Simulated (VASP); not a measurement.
# Be2ZnSe3 (I-4m2) in VASP: further runs

The runs below take Be2ZnSe3 through single point, with PBE, LDA.

All numbers are computed with VASP 6.6.1; they aren't measurements. Logs are shortened: lines on timing, memory, paths and dates and some standing lists are left out, and cuts for length are marked.

### 1 The cell of the first run

It takes space group I-4m2 (No. 119, tetragonal). Conventional cell: a = 3.774 Å, b = 3.774 Å, c = 16.257 Å, α = 90.00°, β = 90.00°, γ = 90.00°. Be (site symmetry 2mm) has 4 Se at 2.26 to 2.27 Å within 3.0 Å. Within 3.2 Å of Zn (site symmetry -4m2) lie 4 Se at 2.44 Å. Se (site symmetry 2mm) has 2 Be at 2.26 Å and 2 Zn at 2.44 Å within 3.0 Å. Se (site symmetry -4m2) has 4 Be at 2.27 Å within 3.0 Å.

### 2 Single point, PBE

Input file POSCAR:

```
Be2ZnSe3
1.0
   -1.8871845524      1.8871845524      8.1287057657
    1.8871845524     -1.8871845524      8.1287057657
    1.8871845524      1.8871845524     -8.1287057657
Be Zn Se
2 1 3
Direct
    0.3279990005      0.3279990005      0.0000000000
    0.6720009995      0.6720009995      0.0000000000
    0.0000000000      0.0000000000      0.0000000000
    0.4045472151      0.9045472151      0.5000000000
    0.7500000000      0.2500000000      0.5000000000
    0.0954527849      0.5954527849      0.5000000000
```

Input file INCAR.step1:

```
PREC = Accurate ; ENCUT = 520
EDIFF = 1E-6 ; ISMEAR = 0
SIGMA = 0.02 ; LREAL = F
LASPH = T ; NELM = 100
ALGO = Normal ; ISIF = 2
LWAVE = F ; LCHARG = T
GGA = PE ; NBANDS = 26
```

Input file KPOINTS.step1:

```
regular mesh
0
Gamma
  8 8 8
```

Input file INCAR.step2:

```
PREC = Accurate ; ENCUT = 520
EDIFF = 1E-6 ; ISMEAR = -5
SIGMA = 0.02 ; LREAL = F
LASPH = T ; NELM = 100
ALGO = Normal ; ISIF = 2
LWAVE = F ; LCHARG = F
GGA = PE ; LORBIT = 11
NBANDS = 26 ; NEDOS = 2001
ICHARG = 11
```

Input file KPOINTS.step2:

```
regular mesh
0
Gamma
  12 12 12
```

Potentials or basis: VASP PAW PBE potentials, release 64 (Be, Zn, Se).

Run with:

```bash
cat potpaw_PBE.64/Be/POTCAR potpaw_PBE.64/Zn/POTCAR potpaw_PBE.64/Se/POTCAR > POTCAR
cp INCAR.step1 INCAR
cp KPOINTS.step1 KPOINTS
mpirun -np 1 vasp_std > vasp.out
cp INCAR.step2 INCAR
cp KPOINTS.step2 KPOINTS
mpirun -np 1 vasp_std > vasp.out
```

OUTCAR:

```text
PREC = Accurate
   ENCUT = 520
   EDIFF = 1E-6
   ISMEAR = -5
   LREAL = F
   LASPH = T
   NELM = 100
   ISIF = 2
   GGA = PE
   LORBIT = 11
   ICHARG = 11

 ion  position               nearest neighbor table
   1  0.328  0.328  0.000-   4 2.26   4 2.26   5 2.27   5 2.27
   2  0.672  0.672  0.000-   6 2.26   6 2.26   5 2.27   5 2.27
   3  0.000  0.000  0.000-   6 2.44   4 2.44   6 2.44   4 2.44
   4  0.405  0.905  0.500-   1 2.26   1 2.26   3 2.44   3 2.44
   5  0.750  0.250  0.500-   1 2.27   2 2.27   1 2.27   2 2.27
   6  0.095  0.595  0.500-   2 2.26   2 2.26   3 2.44   3 2.44

  LATTYP: Found a body centered tetragonal cell.
 ALAT       =     3.7743691048
 C/A-ratio  =     4.3073189399

  Lattice vectors:

 A1 = (  -1.8871845524,   1.8871845524,   8.1287057657)
 A2 = (   1.8871845524,  -1.8871845524,   8.1287057657)
 A3 = (   1.8871845524,   1.8871845524,  -8.1287057657)

Analysis of symmetry for initial positions (statically):
=====================================================================
 Subroutine PRICEL returns:
 Original cell was already a primitive cell.

 Routine SETGRP: Setting up the symmetry group for a
 body centered tetragonal supercell.

 Subroutine GETGRP returns: Found  8 space group operations
 (whereof  8 operations were pure point group operations)
 out of a pool of 16 trial point group operations.

The static configuration has the point symmetry D_2d.

Analysis of symmetry for dynamics (positions and initial velocities):
=====================================================================
 Subroutine PRICEL returns:
 Original cell was already a primitive cell.

 Routine SETGRP: Setting up the symmetry group for a
 body centered tetragonal supercell.

 Subroutine GETGRP returns: Found  8 space group operations
 (whereof  8 operations were pure point group operations)
 out of a pool of 16 trial point group operations.

The dynamic configuration has the point symmetry D_2d.

 Subroutine INISYM returns: Found  8 space group operations
 (whereof  8 operations are pure point group operations),
 and found     1 'primitive' translations

----------------------------------------------------------------------------------------

                                     Primitive cell

  volume of cell :     115.8004

[... 102 lines left out ...]
   IBRION =     -1    ionic relax: 0-MD 1-quasi-New 2-CG
   NFREE  =      0    steps in history (QN), initial steepest desc. (CG)
   ISIF   =      2    stress and relaxation
   ISYM   =      2    0-nonsym 1-usesym 2-fastsym
   POTIM  = 0.5000    time-step for ionic-motion
   TEBEG  =    0.0;   TEEND  =   0.0 temperature during run
   PSTRESS=    0.0 pullay stress
   NELECT =      34.0000    total number of electrons
   NUPDOWN=      -1.0000    fix difference up-down
   EMIN   =  10.00;   EMAX   =-10.00  energy-range for DOS
   EFERMI =   0.00;   METHOD = LEGACY
   ISMEAR =    -5;   SIGMA  =   0.02  broadening in eV -4-tet -1-fermi 0-gaus
   EFERMI_NEDOS =   21; number of points for ismear=-14 and -15
   IALGO  =     38    algorithm
   IMIX   =      4    mixing-type and parameters
     AMIX     =   0.40;   BMIX     =  1.00
     AMIX_MAG =   1.60;   BMIX_MAG =  1.00
  volume/ion in A,a.u.               =      19.30       130.24
  Fermi-wavevector in a.u.,A,eV,Ry     =   1.088089  2.056190 16.108450  1.183938
  Thomas-Fermi vector in A             =   2.224263
   LORBIT       =     11    0 simple, 1 ext, 2 COOP (PROOUT), +10 PAW based schemes
   GGA     = PE    functional components
   LHFCALC =     F    Hartree Fock is set to
   AEXX    =    0.0000 exact exchange contribution
   IVDW    =     0    specifies the selected vdW correction
   LEPSILON=     F    determine dielectric tensor
   LRPA    =     F    only Hartree local field effects (RPA)
 non-spin polarized calculation
 Fermi weights with tetrahedron method with Bloechl corrections
  energy-cutoff  :      520.00
  volume of cell :      115.80
 maximum number of plane-waves:      3140

 number of electron      34.0000001 magnetization

 Free energy of the ion-electron system (eV)
  ---------------------------------------------------
  ext. energy  EPLUGINS =         0.00000000
  ---------------------------------------------------
  free energy    TOTEN  =       -23.58475635 eV

  energy without entropy =      -23.58475635  energy(sigma->0) =      -23.58475635

 E-fermi :   2.6303     XC(G=0):  -9.3235

 val. band max:        2.6187831951   @ k =   0.0000   0.0000   0.0000
 cond. band min:       5.2636395479   @ k =   0.5000   0.5000   0.5000
 fundamental gap:      2.6448563528
 Fermi energy:         2.6303164526

 k-point     1 :       0.0000    0.0000    0.0000
  band No.  band energies     occupation
      1     -10.9666      2.00000
      2     -10.0722      2.00000
      3      -9.7797      2.00000
      4      -3.8753      2.00000
      5      -3.8097      2.00000
      6      -3.8097      2.00000
[... 685 lines left out ...]
     25       9.7263      0.00000
     26      10.2048      0.00000

 [... further k-points ...]
[... 5 lines left out ...]
  --------------------------------------------------------------------------------------
  -------------------------------------------------------------------------------------
  Total        0.1368888      0.1368888      0.1324438      0.0000000      0.0000000      0.0000000
  in kB        1.8939494      1.8939494      1.8324504      0.0000000      0.0000000      0.0000000
  external PRESSURE =       1.8734497 kB  Pullay stress =       0.0000000 kB

 VOLUME and BASIS-vectors are now :
 -----------------------------------------------------------------------------
  energy-cutoff  :      520.00
  volume of cell :      115.80
      direct lattice vectors                 reciprocal lattice vectors
    -1.887184552  1.887184552  8.128705766     0.000000000  0.264944941  0.061510407
     1.887184552 -1.887184552  8.128705766     0.264944941  0.000000000  0.061510407
     1.887184552  1.887184552 -8.128705766     0.264944941  0.264944941  0.000000000

 POSITION                                       TOTAL-FORCE (eV/Angst)
 -----------------------------------------------------------------------------------
      0.00000      0.00000      5.33241        -0.000000      0.000000     -0.000172
      0.00000      0.00000     10.92500        -0.000000      0.000000      0.000172
      0.00000      0.00000      0.00000        -0.000000      0.000000      0.000000
      1.88718      0.00000      6.57689         0.000000     -0.000000     -0.019052
      0.00000      1.88718      4.06435        -0.000000      0.000000      0.000000
      1.88718      0.00000      1.55182         0.000000     -0.000000      0.019052
 -----------------------------------------------------------------------------------
    total drift:                                0.000000     -0.000000      0.000000

  FREE ENERGIE OF THE ION-ELECTRON SYSTEM (eV)
  ---------------------------------------------------
  free  energy   TOTEN  =       -23.5847563464 eV

  energy  without entropy=      -23.5847563464  energy(sigma->0) =      -23.58475635

 total charge

# of ion       s       p       d       tot
------------------------------------------
    1        0.366   0.557   0.000   0.922
    2        0.366   0.557   0.000   0.922
    3        0.539   0.463   9.786  10.788
    4        1.430   2.470   0.030   3.930
    5        1.426   2.486   0.028   3.939
    6        1.430   2.470   0.030   3.930
--------------------------------------------------
tot          5.555   9.003   9.874  24.432
```

OUTCAR.step1:

```text
PREC = Accurate
   ENCUT = 520
   EDIFF = 1E-6
   ISMEAR = 0
   LREAL = F
[... 933 lines left out ...]
      0.00000      0.00000      0.00000         0.000000     -0.000000      0.000000
      1.88718      0.00000      6.57689        -0.000000      0.000000     -0.018719
      0.00000      1.88718      4.06435         0.000000     -0.000000      0.000000
      1.88718      0.00000      1.55182        -0.000000      0.000000      0.018719
 -----------------------------------------------------------------------------------
    total drift:                                0.000000     -0.000000      0.000000

  FREE ENERGIE OF THE ION-ELECTRON SYSTEM (eV)
  ---------------------------------------------------
  free  energy   TOTEN  =       -23.5873042927 eV

  energy  without entropy=      -23.5873042927  energy(sigma->0) =      -23.58730429
```

Wall time 13 min (1 thread of Intel Xeon 6975P-C (Granite Rapids), shared host); peak memory 0.88 GiB.

What came out:

- Valence electrons inside the program's atomic spheres: Be 0.92; Zn 10.79; Se 3.93, 3.94 (each value once)

Levels at points of the mesh, in eV from the valence-band top:
```csv
k point,band 14,band 15,band 16,band 17,band 18,band 19,band 20,band 21
"(0.00, 0.00, 0.00)",-1.82,-0.26,0.00,0.00,2.67,2.92,3.48,4.36
"(0.50, 0.00, 0.00)",-1.46,-1.45,-1.09,-0.46,3.26,4.35,4.51,5.42
"(0.50, 0.50, 0.00)",-2.99,-2.88,-2.47,-2.45,2.68,3.45,4.39,4.43
"(0.50, 0.50, 0.50)",-1.23,-1.23,-0.51,-0.51,2.64,3.76,4.03,4.40
```

### 3 Single point, LDA

POSCAR is that of step 2.

Input file INCAR.step1:

```
SYSTEM = Be2ZnSe3
PREC = Accurate ; ENCUT = 520
EDIFF = 1E-6 ; ISMEAR = 0
SIGMA = 0.02 ; LREAL = .False.
LASPH = .True. ; NELM = 100
ALGO = Normal ; ISIF = 2
LWAVE = .False. ; LCHARG = .True.
NBANDS = 26
```

Input file KPOINTS.step1:

```
Automatic mesh
0
Gamma
  8 8 8
  0 0 0
```

Input file INCAR.step2:

```
SYSTEM = Be2ZnSe3
PREC = Accurate ; ENCUT = 520
EDIFF = 1E-6 ; ISMEAR = -5
SIGMA = 0.02 ; LREAL = .False.
LASPH = .True. ; NELM = 100
ALGO = Normal ; ISIF = 2
LWAVE = .False. ; LCHARG = .False.
LORBIT = 10 ; NEDOS = 1001
ICHARG = 11
```

Input file KPOINTS.step2:

```
Automatic mesh
0
Gamma
  12 12 12
  0 0 0
```

Potentials or basis: VASP PAW LDA potentials, release 64 (Be, Zn, Se).

Run with:

```bash
cat potpaw_LDA.64/Be/POTCAR potpaw_LDA.64/Zn/POTCAR potpaw_LDA.64/Se/POTCAR > POTCAR
cp INCAR.step1 INCAR
cp KPOINTS.step1 KPOINTS
mpirun -np 1 vasp_std > vasp.out
cp INCAR.step2 INCAR
cp KPOINTS.step2 KPOINTS
mpirun -np 1 vasp_std > vasp.out
```

OUTCAR:

```text
SYSTEM = Be2ZnSe3
   PREC = Accurate
   ENCUT = 520
   EDIFF = 1E-6
   ISMEAR = -5
   LREAL = .False.
   LASPH = .True.
   NELM = 100
   ISIF = 2
   LORBIT = 10
   ICHARG = 11

 ion  position               nearest neighbor table
   1  0.328  0.328  0.000-   4 2.26   4 2.26   5 2.27   5 2.27
   2  0.672  0.672  0.000-   6 2.26   6 2.26   5 2.27   5 2.27
   3  0.000  0.000  0.000-   6 2.44   4 2.44   6 2.44   4 2.44
   4  0.405  0.905  0.500-   1 2.26   1 2.26   3 2.44   3 2.44
   5  0.750  0.250  0.500-   1 2.27   2 2.27   1 2.27   2 2.27
   6  0.095  0.595  0.500-   2 2.26   2 2.26   3 2.44   3 2.44

  LATTYP: Found a body centered tetragonal cell.
 ALAT       =     3.7743691048
 C/A-ratio  =     4.3073189399

  Lattice vectors:

 A1 = (  -1.8871845524,   1.8871845524,   8.1287057657)
 A2 = (   1.8871845524,  -1.8871845524,   8.1287057657)
 A3 = (   1.8871845524,   1.8871845524,  -8.1287057657)

Analysis of symmetry for initial positions (statically):
=====================================================================
 Subroutine PRICEL returns:
 Original cell was already a primitive cell.

 Routine SETGRP: Setting up the symmetry group for a
 body centered tetragonal supercell.

 Subroutine GETGRP returns: Found  8 space group operations
 (whereof  8 operations were pure point group operations)
 out of a pool of 16 trial point group operations.

The static configuration has the point symmetry D_2d.

Analysis of symmetry for dynamics (positions and initial velocities):
=====================================================================
 Subroutine PRICEL returns:
 Original cell was already a primitive cell.

 Routine SETGRP: Setting up the symmetry group for a
 body centered tetragonal supercell.

[... 137 lines left out ...]
  Thomas-Fermi vector in A             =   2.224263
   LORBIT       =     10    0 simple, 1 ext, 2 COOP (PROOUT), +10 PAW based schemes
   GGA     = CA    functional components
   LHFCALC =     F    Hartree Fock is set to
   AEXX    =    0.0000 exact exchange contribution
   IVDW    =     0    specifies the selected vdW correction
   LEPSILON=     F    determine dielectric tensor
   LRPA    =     F    only Hartree local field effects (RPA)
 non-spin polarized calculation
 Fermi weights with tetrahedron method with Bloechl corrections
  energy-cutoff  :      520.00
  volume of cell :      115.80
 maximum number of plane-waves:      3140

 number of electron      34.0000000 magnetization

 Free energy of the ion-electron system (eV)
  ---------------------------------------------------
  ext. energy  EPLUGINS =         0.00000000
  ---------------------------------------------------
  free energy    TOTEN  =       -27.15313003 eV

  energy without entropy =      -27.15313003  energy(sigma->0) =      -27.15313003

 E-fermi :   2.5666     XC(G=0):  -9.6155

 val. band max:        2.5477154813   @ k =   0.0000   0.0000   0.0000
 cond. band min:       5.0356101934   @ k =   0.0000   0.0000   0.0000
 fundamental gap:      2.4878947121
 Fermi energy:         2.5665694821

 k-point     1 :       0.0000    0.0000    0.0000
  band No.  band energies     occupation
      1     -11.0551      2.00000
      2     -10.1590      2.00000
      3      -9.8746      2.00000
      4      -4.0667      2.00000
      5      -4.0111      2.00000
      6      -4.0111      2.00000
[... 565 lines left out ...]
     20       7.3760      0.00000
     21       8.1568      0.00000

 [... further k-points ...]
[... 5 lines left out ...]
  --------------------------------------------------------------------------------------
  -------------------------------------------------------------------------------------
  Total       -3.1087790     -3.1087790     -3.3555614      0.0000000      0.0000000     -0.0000000
  in kB      -43.0120644    -43.0120644    -46.4264659      0.0000000      0.0000000     -0.0000000
  external PRESSURE =     -44.1501982 kB  Pullay stress =       0.0000000 kB

 VOLUME and BASIS-vectors are now :
 -----------------------------------------------------------------------------
  energy-cutoff  :      520.00
  volume of cell :      115.80
      direct lattice vectors                 reciprocal lattice vectors
    -1.887184552  1.887184552  8.128705766     0.000000000  0.264944941  0.061510407
     1.887184552 -1.887184552  8.128705766     0.264944941  0.000000000  0.061510407
     1.887184552  1.887184552 -8.128705766     0.264944941  0.264944941  0.000000000

 POSITION                                       TOTAL-FORCE (eV/Angst)
 -----------------------------------------------------------------------------------
      0.00000      0.00000      5.33241        -0.000000      0.000000      0.007832
      0.00000      0.00000     10.92500        -0.000000      0.000000     -0.007832
      0.00000      0.00000      0.00000        -0.000000     -0.000000      0.000000
      1.88718      0.00000      6.57689         0.000000     -0.000000      0.182735
      0.00000      1.88718      4.06435        -0.000000     -0.000000     -0.000000
      1.88718      0.00000      1.55182         0.000000      0.000000     -0.182735
 -----------------------------------------------------------------------------------
    total drift:                               -0.000000      0.000000      0.000000

  FREE ENERGIE OF THE ION-ELECTRON SYSTEM (eV)
  ---------------------------------------------------
  free  energy   TOTEN  =       -27.1531300332 eV

  energy  without entropy=      -27.1531300332  energy(sigma->0) =      -27.15313003

 total charge

# of ion       s       p       d       tot
------------------------------------------
    1        0.361   0.559   0.000   0.920
    2        0.361   0.559   0.000   0.920
    3        0.551   0.470   9.785  10.806
    4        1.435   2.459   0.030   3.923
    5        1.430   2.481   0.028   3.939
    6        1.435   2.459   0.030   3.923
--------------------------------------------------
tot          5.573   8.987   9.872  24.432
```

Run time: 11 min. Hardware: 1 thread of Intel Xeon 6975P-C (Granite Rapids), shared host; peak memory 0.68 GiB.

Results:

```
Valence electrons inside the program's atomic spheres : Be 0.92; Zn 10.81; Se 3.92, 3.94 (each value once)
```
